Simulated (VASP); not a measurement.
# As (Cmmm) in VASP: further runs

As is run at these levels: LDA; tasks: single point.

Everything below comes from runs of VASP 6.6.1. Logs are shortened: lines on timing, memory, paths and dates and some standing lists are left out, and cuts for length are marked.

## 1. The cell of the first run

The structure is orthorhombic, space group Cmmm (No. 65). The conventional cell has a = 3.537 Å, b = 4.110 Å, c = 2.704 Å, α = 90.00°, β = 90.00°, γ = 90.00°. As (site symmetry mmm) has 8 As at 2.70 to 3.54 Å within 3.6 Å.

## 2. Single point, LDA (strain -0.1500 x Voigt [0, 0, 0, 1, 0, 0])

Input file INCAR:

```
PREC = Accurate ; ENCUT = 520
EDIFF = 1E-7 ; ISMEAR = 0
SIGMA = 0.15 ; LREAL = F
LASPH = T ; NELM = 80
ALGO = Normal ; ISIF = 2
LWAVE = F ; LCHARG = T
GGA = CA ; LELF = T
LVHAR = T ; NBANDS = 8
```

Input file KPOINTS:

```
regular mesh
0
Gamma
  18 18 18
```

Input file POSCAR:

```
As
1.0
    2.7036817444      0.0000000000      0.0000000000
    0.0000000000      2.7036817444     -0.2027761308
    0.0000000000     -0.2027761308      2.7036817444
As
1
Direct
    0.5000000000      0.5000000000      0.5000000000
```

Potentials or basis: VASP PAW LDA potentials, release 64 (As).

Command:

```bash
> cat potpaw_LDA.64/As/POTCAR > POTCAR
> mpirun -np 1 vasp_std > vasp.out
```

OUTCAR:

```text
PREC = Accurate
   ENCUT = 520
   EDIFF = 1E-7
   ISMEAR = 0
   LREAL = F
   LASPH = T
   NELM = 80
   ISIF = 2
   GGA = CA

 ion  position               nearest neighbor table
   1  0.500  0.500  0.500-

  LATTYP: Found a base centered orthorhombic cell.
 ALAT       =     3.5368146370
 B/A-ratio  =     1.1621621621
 C/A-ratio  =     0.7644397634

  Lattice vectors:

 A1 = (   0.0000000000,   2.7036817444,  -0.2027761308)
 A2 = (   0.0000000000,  -0.2027761308,   2.7036817444)
 A3 = (   2.7036817444,   0.0000000000,   0.0000000000)

Analysis of symmetry for initial positions (statically):
=====================================================================
 Subroutine PRICEL returns:
 Original cell was already a primitive cell.

 Routine SETGRP: Setting up the symmetry group for a
 base centered orthorhombic supercell.

 Subroutine GETGRP returns: Found  8 space group operations
 (whereof  8 operations were pure point group operations)
 out of a pool of  8 trial point group operations.

The static configuration has the point symmetry D_2h.

Analysis of symmetry for dynamics (positions and initial velocities):
=====================================================================
 Subroutine PRICEL returns:
 Original cell was already a primitive cell.

 Routine SETGRP: Setting up the symmetry group for a
 base centered orthorhombic supercell.

 Subroutine GETGRP returns: Found  8 space group operations
 (whereof  8 operations were pure point group operations)
 out of a pool of  8 trial point group operations.

The dynamic configuration has the point symmetry D_2h.

 Subroutine INISYM returns: Found  8 space group operations
 (whereof  8 operations are pure point group operations),
 and found     1 'primitive' translations

----------------------------------------------------------------------------------------

                                     Primitive cell

  volume of cell :      19.6525

  direct lattice vectors                    reciprocal lattice vectors
     2.703681744  0.000000000  0.000000000     0.369866018  0.000000000  0.000000000
     0.000000000  2.703681744 -0.202776131     0.000000000  0.371958283  0.027896871
[... 74 lines left out ...]
   PREC   = accura    normal or accurate (medium, high low for compatibility)
   ISTART =      0    job   : 0-new  1-cont  2-samecut
   ICHARG =      2    charge: 1-file 2-atom 10-const
   ISPIN  =      1    spin polarized calculation?
   LNONCOLLINEAR =      F non collinear calculations
   LSORBIT =      F    spin-orbit coupling
   LASPH  =      T    aspherical Exc in radial PAW
   ENCUT  =  520.0 eV  38.22 Ry    6.18 a.u.   5.03  5.04  5.04*2*pi/ulx,y,z
   NELM   =     80;   NELMIN=  2; NELMDL= -5     # of ELM steps
   EDIFF  = 0.1E-06   stopping-criterion for ELM
   LREAL  =      F    real-space projection
   EDIFFG = 0.1E-05   stopping-criterion for IOM
   NSW    =      0    number of steps for IOM
   IBRION =     -1    ionic relax: 0-MD 1-quasi-New 2-CG
   NFREE  =      0    steps in history (QN), initial steepest desc. (CG)
   ISIF   =      2    stress and relaxation
   ISYM   =      2    0-nonsym 1-usesym 2-fastsym
   POTIM  = 0.5000    time-step for ionic-motion
   TEBEG  =    0.0;   TEEND  =   0.0 temperature during run
   PSTRESS=    0.0 pullay stress
   NELECT =       5.0000    total number of electrons
   NUPDOWN=      -1.0000    fix difference up-down
   EMIN   =  10.00;   EMAX   =-10.00  energy-range for DOS
   EFERMI =   0.00;   METHOD = LEGACY
   ISMEAR =     0;   SIGMA  =   0.15  broadening in eV -4-tet -1-fermi 0-gaus
   EFERMI_NEDOS =   21; number of points for ismear=-14 and -15
   IALGO  =     38    algorithm
   IMIX   =      4    mixing-type and parameters
     AMIX     =   0.40;   BMIX     =  1.00
     AMIX_MAG =   1.60;   BMIX_MAG =  1.00
  volume/ion in A,a.u.               =      19.65       132.62
  Fermi-wavevector in a.u.,A,eV,Ry     =   1.037351  1.960310 14.641199  1.076098
  Thomas-Fermi vector in A             =   2.171785
   LORBIT       =      0    0 simple, 1 ext, 2 COOP (PROOUT), +10 PAW based schemes
   GGA     = CA    functional components
   LHFCALC =     F    Hartree Fock is set to
   AEXX    =    0.0000 exact exchange contribution
   IVDW    =     0    specifies the selected vdW correction
   LEPSILON=     F    determine dielectric tensor
   LRPA    =     F    only Hartree local field effects (RPA)
 non-spin polarized calculation
 Gauss-broadening in eV      SIGMA  =   0.15
  energy-cutoff  :      520.00
  volume of cell :       19.65
 maximum number of plane-waves:       544
   NGX = 11   NGY = 11   NGZ = 11

 number of electron       5.0000002 magnetization

 Free energy of the ion-electron system (eV)
  ---------------------------------------------------
  ext. energy  EPLUGINS =         0.00000000
  ---------------------------------------------------
  free energy    TOTEN  =        -5.28209007 eV

  energy without entropy =       -5.27699693  energy(sigma->0) =       -5.27954350

 E-fermi :   6.0172     XC(G=0): -10.6259

 val. band max:        6.0146393187   @ k =   0.1667   0.0000   0.0000
 cond. band min:       6.0181578693   @ k =   0.2222  -0.2222   0.1111
 fundamental gap:      0.0035185506
 Fermi energy:         6.0171882009

 k-point     1 :       0.0000    0.0000    0.0000
  band No.  band energies     occupation
      1      -9.0077      2.00000
      2       9.8644      0.00000
      3      10.0840      0.00000
      4      10.7273      0.00000
      5      14.5938      0.00000
      6      14.9097      0.00000
      7      16.5662      0.00000
      8      28.2741      0.00000
[... 243 lines left out ...]
 k-point    24 :       0.1667    0.1111    0.0000
  band No.  band energies     occupation
      1      -8.2710      2.00000
      2       6.2166      0.06007
      3       8.3545      0.00000
      4      10.8854      0.00000
      5      16.1129      0.00000
      6      18.5508      0.00000
      7      20.1455      0.00000
      8      24.2492      0.00000

 [... further k-points ...]
[... 5 lines left out ...]
  --------------------------------------------------------------------------------------
  -------------------------------------------------------------------------------------
  Total       -0.3547279     -0.2332961     -0.2332961      0.0000000      0.5231136      0.0000000
  in kB      -28.9193870    -19.0195874    -19.0195874      0.0000000     42.6471183      0.0000000
  external PRESSURE =     -22.3195206 kB  Pullay stress =       0.0000000 kB

 VOLUME and BASIS-vectors are now :
 -----------------------------------------------------------------------------
  energy-cutoff  :      520.00
  volume of cell :       19.65
      direct lattice vectors                 reciprocal lattice vectors
     2.703681744  0.000000000  0.000000000     0.369866018  0.000000000  0.000000000
     0.000000000  2.703681744 -0.202776131     0.000000000  0.371958283  0.027896871
     0.000000000 -0.202776131  2.703681744     0.000000000  0.027896871  0.371958283

 POSITION                                       TOTAL-FORCE (eV/Angst)
 -----------------------------------------------------------------------------------
      1.35184      1.25045      1.25045         0.000000     -0.000000      0.000000
 -----------------------------------------------------------------------------------
    total drift:                                0.000000      0.000000     -0.000000

  FREE ENERGIE OF THE ION-ELECTRON SYSTEM (eV)
  ---------------------------------------------------
  free  energy   TOTEN  =        -5.2820900684 eV

  energy  without entropy=       -5.2769969274  energy(sigma->0) =       -5.27954350
```

OSZICAR:

```text
N       E                     dE             d eps       ncg     rms          rms(c)
DAV:   1     0.766414781006E+01    0.76641E+01   -0.21078E+03 14784   0.460E+02
DAV:   2    -0.513099199962E+01   -0.12795E+02   -0.12350E+02 19232   0.598E+01
DAV:   3    -0.528799966879E+01   -0.15701E+00   -0.15606E+00 16984   0.914E+00
DAV:   4    -0.528817521399E+01   -0.17555E-03   -0.17554E-03 22408   0.341E-01
DAV:   5    -0.528817530008E+01   -0.86093E-07   -0.86248E-07 17192   0.449E-03    0.228E+00
DAV:   6    -0.528436784476E+01    0.38075E-02   -0.43604E-04 19144   0.147E-01    0.134E+00
DAV:   7    -0.528208400795E+01    0.22838E-02   -0.10594E-03 15912   0.226E-01    0.589E-02
DAV:   8    -0.528208975915E+01   -0.57512E-05   -0.14333E-05 21624   0.282E-02    0.747E-03
DAV:   9    -0.528209005334E+01   -0.29419E-06   -0.18790E-07 17488   0.318E-03    0.116E-03
DAV:  10    -0.528209006836E+01   -0.15017E-07   -0.33519E-08 13120   0.980E-04
   1 F= -.52820901E+01 E0= -.52795435E+01  d E =-.509314E-02
```

It took 58 s on 1 thread of Intel Xeon 6975P-C (Granite Rapids), shared host; peak memory 0.23 GiB.

Results:

* Free energy: -5.2821 eV
* Pressure: -2.2 GPa

Stress tensor (GPa, compression positive):
```
-2.89  0.00  0.00
 0.00 -1.90  4.26
 0.00  4.26 -1.90
```

Caveat: the cell differs from its parent crystal (strain -0.1500 x Voigt [0, 0, 0, 1, 0, 0]).

## 3. Single point, LDA (strain +0.1125 x Voigt [0, 0, 0, 1, 0, 0])

Input file INCAR:

```
SYSTEM = As
ALGO     = Normal         ! electronic algorithm
EDIFF    = 1E-7           ! SCF threshold, eV
ENCUT    = 520            ! plane-wave cutoff, eV
ISIF     = 2              ! what is computed and relaxed
ISMEAR   = 0              ! smearing method
LASPH    = .TRUE.         ! aspherical terms in the spheres
LCHARG   = .FALSE.        ! write CHGCAR
LREAL    = .FALSE.        ! projectors in reciprocal space
LWAVE    = .FALSE.        ! write WAVECAR
NBANDS   = 8              ! bands
NELM     = 80             ! most SCF steps
PREC     = Accurate       ! precision mode
SIGMA    = 0.15           ! smearing width, eV
```

Input file KPOINTS:

```
k-points
0
G
  18 18 18
  0 0 0
```

Input file POSCAR:

```
As
1.0
    2.7036817444      0.0000000000      0.0000000000
    0.0000000000      2.7036817444      0.1520820981
    0.0000000000      0.1520820981      2.7036817444
As
1
Direct
    0.5000000000      0.5000000000      0.5000000000
```

Potentials or basis: VASP PAW LDA potentials, release 64 (As).

Command:

```bash
> cat potpaw_LDA.64/As/POTCAR > POTCAR
> mpirun -np 1 vasp_std > vasp.out
```

OUTCAR:

```text
SYSTEM = As
   EDIFF = 1E-7
   ENCUT = 520
   ISIF = 2
   ISMEAR = 0
   LASPH = .TRUE.
   LREAL = .FALSE.
   NELM = 80
   PREC = Accurate

 ion  position               nearest neighbor table
   1  0.500  0.500  0.500-

  LATTYP: Found a base centered orthorhombic cell.
 ALAT       =     3.6085068255
 B/A-ratio  =     1.1192052980
 C/A-ratio  =     0.7492522185

  Lattice vectors:

 A1 = (   0.0000000000,  -0.1520820981,  -2.7036817444)
 A2 = (   0.0000000000,   2.7036817444,   0.1520820981)
 A3 = (   2.7036817444,   0.0000000000,   0.0000000000)

Analysis of symmetry for initial positions (statically):
=====================================================================
 Subroutine PRICEL returns:
 Original cell was already a primitive cell.

 Routine SETGRP: Setting up the symmetry group for a
 base centered orthorhombic supercell.

 Subroutine GETGRP returns: Found  8 space group operations
 (whereof  8 operations were pure point group operations)
 out of a pool of  8 trial point group operations.

The static configuration has the point symmetry D_2h.

Analysis of symmetry for dynamics (positions and initial velocities):
[... 153 lines left out ...]
  free energy    TOTEN  =        -5.29877559 eV

  energy without entropy =       -5.29433327  energy(sigma->0) =       -5.29655443

 E-fermi :   6.0012     XC(G=0): -10.6104

 val. band max:        5.9977888566   @ k =   0.1667   0.0000   0.0000
 cond. band min:       6.0047842233   @ k =   0.2778   0.4444   0.2222
 fundamental gap:      0.0069953667
 Fermi energy:         6.0011730903

 k-point     1 :       0.0000    0.0000    0.0000
  band No.  band energies     occupation
      1      -9.0232      2.00000
      2       9.8556      0.00000
      3      10.0654      0.00000
      4      10.5156      0.00000
      5      14.5639      0.00000
      6      14.7411      0.00000
      7      16.4730      0.00000
      8      29.1585      0.00000
[... 243 lines left out ...]
 k-point    24 :       0.1667    0.1111    0.0000
  band No.  band energies     occupation
      1      -8.2885      2.00000
      2       6.1978      0.06383
      3       8.2763      0.00000
      4      10.7946      0.00000
      5      15.9448      0.00000
      6      18.4270      0.00000
      7      20.1231      0.00000
      8      24.1777      0.00000

 [... further k-points ...]
[... 5 lines left out ...]
  --------------------------------------------------------------------------------------
  -------------------------------------------------------------------------------------
  Total       -0.3123565     -0.2764564     -0.2764564      0.0000000     -0.3890972      0.0000000
  in kB      -25.4021640    -22.4826142    -22.4826142      0.0000000    -31.6430432      0.0000000
  external PRESSURE =     -23.4557975 kB  Pullay stress =       0.0000000 kB

 VOLUME and BASIS-vectors are now :
 -----------------------------------------------------------------------------
  energy-cutoff  :      520.00
  volume of cell :       19.70
      direct lattice vectors                 reciprocal lattice vectors
     2.703681744  0.000000000  0.000000000     0.369866018  0.000000000  0.000000000
     0.000000000  2.703681744  0.152082098     0.000000000  0.371040012 -0.020871001
     0.000000000  0.152082098  2.703681744     0.000000000 -0.020871001  0.371040012

 POSITION                                       TOTAL-FORCE (eV/Angst)
 -----------------------------------------------------------------------------------
      1.35184      1.42788      1.42788         0.000000      0.000000      0.000000
 -----------------------------------------------------------------------------------
    total drift:                                0.000000      0.000000      0.000000

  FREE ENERGIE OF THE ION-ELECTRON SYSTEM (eV)
  ---------------------------------------------------
  free  energy   TOTEN  =        -5.2987755924 eV

  energy  without entropy=       -5.2943332669  energy(sigma->0) =       -5.29655443
```

stdout:

```text
POSCAR found type information on POSCAR As
 POSCAR found :  1 types and       1 ions
 scaLAPACK will be used
 LDA part: xc-table for (Slater(with rela. corr.)+CA(PZ))
 , standard interpolation
 POSCAR, INCAR and KPOINTS ok, starting setup
 FFT: planning ... GRIDC
 FFT: planning ... GRID_SOFT
 FFT: planning ... GRID
 WAVECAR not read
 entering main loop
```

Wall time 48 s (1 thread of Intel Xeon 6975P-C (Granite Rapids), shared host); peak memory 0.23 GiB.

Results:

| Quantity | Value |
| --- | --- |
| Free energy | -5.2988 eV |
| Pressure | -2.3 GPa |

Stress tensor (GPa, compression positive):
```
-2.54  0.00  0.00
 0.00 -2.25 -3.16
 0.00 -3.16 -2.25
```

Levels at points of the mesh, in eV from the Fermi level:
| k point | band 1 | band 2 | band 3 | band 4 | band 5 | band 6 |
| --- | --- | --- | --- | --- | --- | --- |
| (0.00, 0.00, 0.00) | -15.02 | 3.85 | 4.06 | 4.51 | 8.56 | 8.74 |
| (0.50, 0.00, 0.00) | -11.90 | -6.97 | 6.11 | 6.78 | 11.43 | 14.09 |
| (0.00, 0.50, 0.00) | -11.85 | -6.95 | 5.94 | 6.36 | 10.83 | 13.60 |
| (0.50, 0.50, 0.00) | -8.59 | -4.27 | -4.25 | 2.48 | 8.12 | 15.10 |
| (0.00, 0.50, 0.50) | -8.74 | -5.03 | -3.38 | 2.67 | 8.41 | 16.31 |
| (0.50, 0.50, 0.50) | -5.17 | -2.56 | -1.93 | -0.98 | 5.09 | 6.15 |

Caveat: the cell differs from its parent crystal (strain +0.1125 x Voigt [0, 0, 0, 1, 0, 0]).
